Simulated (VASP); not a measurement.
A run of VASP 6.6.1 is set up as follows.

Contents of INCAR:

```
SYSTEM = ZnCu
PREC     = Accurate       ! precision mode
ENCUT    = 520            ! plane-wave cutoff, eV
EDIFF    = 1E-6           ! SCF threshold, eV
ISMEAR   = -1             ! smearing method
SIGMA    = 0.05           ! smearing width, eV
LREAL    = .False.        ! projectors in reciprocal space
LASPH    = .True.         ! aspherical terms in the spheres
NELM     = 80             ! most SCF steps
ALGO     = Normal         ! electronic algorithm
ISIF     = 2              ! what is computed and relaxed
LWAVE    = .False.        ! write WAVECAR
LCHARG   = .False.        ! write CHGCAR
GGA      = PS             ! functional
NBANDS   = 18             ! bands
```

The input KPOINTS:

```
Automatic mesh
0
Gamma
  9 9 9
  0 0 0
```

Contents of POSCAR:

```
ZnCu
1.0
    3.0027597620      0.0000000000      0.0000000000
    0.0000000000      3.0027597620      0.0000000000
    0.0000000000      0.0000000000      3.0027597620
Zn Cu
1 1
Direct
    0.5000000000      0.5000000000      0.5000000000
    0.0000000000      0.0000000000      0.0000000000
```

Potentials or basis: VASP PAW PBE potentials, release 64 (Zn, Cu).

The run is started by

```sh
$ cat potpaw_PBE.64/Zn/POTCAR potpaw_PBE.64/Cu/POTCAR > POTCAR
$ mpirun -np 1 vasp_std > vasp.out
```

(1) What does it give for the pressure?

Answers

(1) -9.5 GPa.

Caveat: the PAW data sets were made with another functional, which shifts forces and pressure a little.
